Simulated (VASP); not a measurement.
A run of VASP 6.6.1 is set up as follows.

The input INCAR:

```
ALGO     = Normal         # electronic algorithm
EDIFF    = 1E-6           # SCF threshold, eV
ENCUT    = 500            # plane-wave cutoff, eV
GGA      = PE             # functional
GGA_COMPAT= False        
ISIF     = 2              # what is computed and relaxed
ISMEAR   = 0              # smearing method
IVDW     = 12             # dispersion correction
LASPH    = True           # aspherical terms in the spheres
LCHARG   = False          # write CHGCAR
LREAL    = False          # projectors in reciprocal space
LWAVE    = False          # write WAVECAR
NBANDS   = 20             # bands
NELM     = 120            # most SCF steps
PREC     = Accurate       # precision mode
SIGMA    = 0.05           # smearing width, eV
```

The input KPOINTS:

```
k-points
0
Gamma
  12 12 6
```

File POSCAR:

```
MoS2
1.0
    3.3592866932      0.0000000000      0.0000000000
   -1.6796433466      2.9092276149      0.0000000000
    0.0000000000      0.0000000000      6.5415389778
Mo S
1 2
Direct
    0.0000000000      0.0000000000      0.0000000000
    0.3333333333      0.6666666667      0.2357940733
    0.3333333333      0.6666666667      0.7642059267
```

Potentials or basis: VASP PAW PBE potentials, release 64 (Mo_sv, S).

Launch:

```bash
$ cat potpaw_PBE.64/Mo_sv/POTCAR potpaw_PBE.64/S/POTCAR > POTCAR
$ mpirun -np 1 vasp_std > vasp.out
```

(1) Predict the pressure.

(2) What does it give for the largest force?

(3) What does it give for the band gap on the k mesh?

(4) Predict the dispersion energy per atom.

Answers

(1) -11.7 GPa.

(2) 0.707 eV/Å.

(3) 0.32 eV (least direct gap 1.20 eV).

(4) -0.353 eV.

Caveat: the cell stands under tension.
